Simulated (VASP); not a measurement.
A run of VASP 6.6.1 is set up as follows.

The input POSCAR:

```
HfC
1.0
    2.8600000000      0.0000000000      0.0000000000
    0.0000000000      2.8600000000      0.0000000000
    0.0000000000      0.0000000000      2.8600000000
Hf C
1 1
Direct
    0.0000000000      0.0000000000      0.0000000000
    0.5000000000      0.5000000000      0.5000000000
```

File INCAR.step1:

```
ALGO = Normal ; EDIFF = 1E-4
ENCUT = 600 ; GGA = PE
ISMEAR = -1 ; LASPH = T
LCHARG = F ; LREAL = F
LWAVE = T ; NELM = 60
PREC = Accurate ; SIGMA = 0.05
```

Contents of INCAR.step2:

```
ALGO = Normal ; EDIFF = 1E-6
EDIFFG = -0.01 ; ENCUT = 600
IBRION = 2 ; ISIF = 3
ISMEAR = -1 ; ISTART = 1
LASPH = T ; LCHARG = F
LMIXTAU = T ; LREAL = F
LWAVE = F ; METAGGA = R2SCAN
NELM = 60 ; NSW = 80
PREC = Accurate ; PSTRESS = 300.0
SIGMA = 0.05
```

The input KPOINTS:

```
k-points
0
Gamma
  8 8 8
```

Potentials or basis: VASP PAW PBE potentials, release 64 (Hf_pv, C).

Run with:

```bash
$ cat potpaw_PBE.64/Hf_pv/POTCAR potpaw_PBE.64/C/POTCAR > POTCAR
$ cp INCAR.step1 INCAR
$ mpirun -np 1 vasp_std > vasp.out
$ cp INCAR.step2 INCAR
$ mpirun -np 1 vasp_std > vasp.out
```

**Question.** Predict the relaxed volume.

**Answer.** 10.69 Å³/atom.

**Question.** Predict the band gap on the k mesh.

**Answer.** Zero (band 7 reaches 9.04 eV, above the bottom of band 8 at 6.68 eV).

**Question.** Predict the space group after relaxing (to 0.05 Å).

**Answer.** Pm-3m (No. 221).

Final structure:
```
CELL_PARAMETERS angstrom
2.77544 0.00000 0.00000
0.00000 2.77544 0.00000
0.00000 0.00000 2.77544
ATOMIC_POSITIONS crystal
Hf 0.00000 0.00000 0.00000
C 0.50000 0.50000 0.50000
```

Caveat: the cell is relaxed towards a set pressure, so the enthalpy falls and the energy may rise; the PAW data sets were made with another functional, which shifts forces and pressure a little; spin-orbit coupling is left out, which moves the levels of the heavy elements.
